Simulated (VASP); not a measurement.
A run of VASP 6.6.1:

INCAR

```
PREC = Accurate
ENCUT = 520
EDIFF = 1E-6
ISMEAR = -1
SIGMA = 0.02
LREAL = F
LASPH = T
NELM = 60
ALGO = Normal
ISIF = 2
LWAVE = F
LCHARG = F
LDIPOL = T
IDIPOL = 3
DIPOL = 0.5 0.5 0.500
GGA = PE
NBANDS = 16
```

KPOINTS

```
Automatic mesh
0
Gamma
  10 10 1
```

File POSCAR:

```
MgO
1.0
    3.0079491106      0.0000000000      0.0000000000
    0.0000000000      3.0079491106      0.0000000000
    0.0000000000      0.0000000000     13.1875000000
Mg O
2 2
Direct
    0.0000000000      0.0000000000      0.4215978327
    0.5000000000      0.5000000000      0.5784021381
    0.5000000000      0.5000000000      0.4170603541
    0.0000000000      0.0000000000      0.5829396459
```

Potentials or basis: VASP PAW PBE potentials, release 64 (Mg, O).

Command:

```sh
$ cat potpaw_PBE.64/Mg/POTCAR potpaw_PBE.64/O/POTCAR > POTCAR
$ mpirun -np 1 vasp_std > vasp.out
```

Hardware: 1 thread of Intel Xeon 8259CL, with other jobs on the host.

**Question.** Estimate the wall time of this run.

**Answer.** It took 38 s on 1 thread of Intel Xeon 8259CL, on a shared host, peak memory 0.23 GiB. Counts: scf iterations 18, k points 21.
